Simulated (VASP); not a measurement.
Crystal: EuO.

```xyz
2
Lattice="0.0000 2.5720 2.5720 2.5720 0.0000 2.5720 2.5720 2.5720 0.0000" Properties=species:S:1:pos:R:3 pbc="T T T"
Eu    0.0000    0.0000    0.0000
O     2.5720    2.5720    2.5720
```

Base run:

| Quantity | Value |
| --- | --- |
| Program | VASP 6.6.1 |
| Functional | PBE |
| Potentials or basis | VASP PAW PBE potentials, release 64 (Eu, O) |
| Cutoff | 600 eV |
| k mesh | 9 × 9 × 9 |
| Occupations | fermi-dirac, width 0.15 eV |
| Spin | collinear spin, ferromagnetic start |
| Starting moments | [7.0, 0.0] μB |
| Hubbard terms | Eu f U = 4.0 eV |

Its results: pressure -0.7 GPa; net moment 6.99 μB per cell; site moments Eu +6.68; O -0.10 μB.

The run is repeated on the same cell with these changes: hubbard terms from Eu f U = 4.0 eV to Eu f U = 6.0 eV. What comes out?

Pressure 1.0 GPa; net moment 7.00 μB per cell; site moments Eu +6.72; O -0.10 μB.

Caveats: a cell with one magnetic atom can't hold antiferromagnetic order, which such compounds often take.
